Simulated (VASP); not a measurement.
Set up this calculation in VASP 6.6.1, as the native input.

```
Task                   : single point
Functional             : PBEsol
Potentials or basis    : VASP PAW PBE potentials, release 64 (Co, Si)
Cutoff                 : 520 eV
k mesh                 : 14 × 14 × 14
Occupations            : gaussian, width 0.15 eV
Spin                   : no spin polarisation
Dipole correction      : no
Further INCAR settings : ALGO = Normal; EDIFF = 1e-06; NBANDS = 16
```

The structure of CoSi2 lies in POSCAR:

```
CoSi2
1.0
    0.0000000000      2.7585956939      2.7585956939
    2.7585956939      0.0000000000      2.7585956939
    2.7585956939      2.7585956939      0.0000000000
Co Si
1 2
Direct
    0.0000000000      0.0000000000      0.0000000000
    0.2500000000      0.2500000000      0.2500000000
    0.7500000000      0.7500000000      0.7500000000
```

These files were run (other wordings do the same):

INCAR

```
ALGO = Normal
EDIFF = 1E-6
ENCUT = 520
GGA = PS
ISIF = 2
ISMEAR = 0
LASPH = T
LCHARG = F
LREAL = F
LWAVE = F
NBANDS = 16
NELM = 80
PREC = Accurate
SIGMA = 0.15
```

KPOINTS

```
k-points
0
Gamma
  14 14 14
```

Potentials or basis: VASP PAW PBE potentials, release 64 (Co, Si).

The run is started by

```sh
$ cat potpaw_PBE.64/Co/POTCAR potpaw_PBE.64/Si/POTCAR > POTCAR
$ mpirun -np 1 vasp_std > vasp.out
```

It gave:

```yaml
Pressure: -16.9 GPa
Band_gap_on_the_k_mesh: zero (an odd number of electrons rules out a gap without spin polarisation)
```

Caveat: the cell stands under tension; the PAW data sets were made with another functional, which shifts forces and pressure a little; the run has no spin polarisation, though such a crystal can be magnetic.

Run time: 32 s on 1 thread of Intel(R) Xeon(R) 6975P-C (Granite Rapids), with other jobs on the host, peak memory 0.21 GiB.
